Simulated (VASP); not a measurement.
Wanted: the native input for a VASP 6.6.1 run.

```yaml
Task: single point
Functional: PBE
Potentials_or_basis: VASP PAW PBE potentials, release 64 (Fe)
Cutoff: 520 eV
k_mesh: 14 × 14 × 10
Occupations: gaussian, width 0.05 eV
Spin: collinear spin, ferromagnetic start
Starting_moments: "[2.5, 2.5] μB"
Dipole_correction: no
Further_INCAR_settings: ALGO = Fast; EDIFF = 1e-07; NBANDS = 19
```

The structure of Fe lies in POSCAR:

```
Fe
1.0
    1.4155932657     -1.4155932657      1.4155932657
   -1.4155932657      1.4155932657      1.4155932657
   -2.8311865314     -2.8311865314      0.0000000000
Fe
2
Direct
    0.0000000000      0.0000000000      0.0000000000
    0.5000000000      0.5000000000      0.5000000000
```

These files were run (other wordings do the same):

INCAR

```
  PREC = Accurate
  ENCUT = 520
  EDIFF = 1E-7
  ISMEAR = 0
  SIGMA = 0.05
  LREAL = False
  LASPH = True
  NELM = 150
  ALGO = Fast
  ISIF = 2
  LWAVE = False
  LCHARG = False
  ISPIN = 2
  MAGMOM = 2.5 2.5
  LORBIT = 11
  LMAXMIX = 4
  GGA = PE
  NBANDS = 19
```

KPOINTS

```
Automatic mesh
0
Gamma
  14 14 10
```

Potentials or basis: VASP PAW PBE potentials, release 64 (Fe).

The run is started by

```bash
$ cat potpaw_PBE.64/Fe/POTCAR > POTCAR
$ mpirun -np 1 vasp_std > vasp.out
```

Results of the run:

```json
{"Pressure": "-0.3 GPa", "Net moment": "4.36 μB per cell", "Site moments": "Fe +2.18 μB", "Valence electrons inside the program's atomic spheres": "Fe 7.27"}
```

Run time: 4.5 min on 1 thread of Intel Xeon 8259CL, on a shared host, peak memory 0.3 GiB.
